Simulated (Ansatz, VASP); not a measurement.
## Al8N7: VASP beside Ansatz

```
Al N
1.0
     0.00000    4.40317   -4.40317
     4.40317    4.40317    0.00000
     4.40317    0.00000   -4.40317
Al N
8 7
Direct
  0.00115 0.00115 0.49656
  0.99843 0.50052 0.50052
  0.50052 0.99843 0.50052
  0.50052 0.50052 0.50052
  0.00115 0.00115 0.00115
  0.00115 0.49656 0.00115
  0.49656 0.00115 0.00115
  0.50052 0.50052 0.99843
  0.12558 0.62442 0.12558
  0.62442 0.12558 0.12558
  0.62442 0.62442 0.12558
  0.12558 0.12558 0.62442
  0.12558 0.62442 0.62442
  0.62442 0.12558 0.62442
  0.62500 0.62500 0.62500
```

Change from the starting cell: N vacancy (site c), charge +0, atoms relaxed at the host's cell, started again with a moment of 3 muB.

Alike in both runs: functional PBE; k mesh 4 × 4 × 4; occupations gaussian, width 0.01 eV; collinear spin.

Ansatz relaxed the structure, and its values are those at the end. VASP's run is a single point on that final structure, the one shown.

|  | VASP | Ansatz |
| --- | --- | --- |
| version | VASP 6.6.1 | Ansatz 0.2.0 |
| potentials or method | VASP PAW PBE potentials, release 64 (Al, N), cutoff 520 eV | scalar-relativistic, plane waves, PAW |
| valence electrons in the cell | 59 | 59 |

|  | VASP | Ansatz | Ansatz less VASP |
| --- | --- | --- | --- |
| gap on the k mesh at the Fermi level (eV) | none | none | - |
| rms of the force components (eV/Å) | 0.012 | 0.009 | -0.0036 |
| net moment per atom (μB) | 0.00 | 0.00 | 0.000 |

A gap of «none» marks a metal or a gap that the smearing closes. The functional is the same, so the differences come from potentials, cutoffs and numerics. Ansatz's warnings: seeded moment not kept.
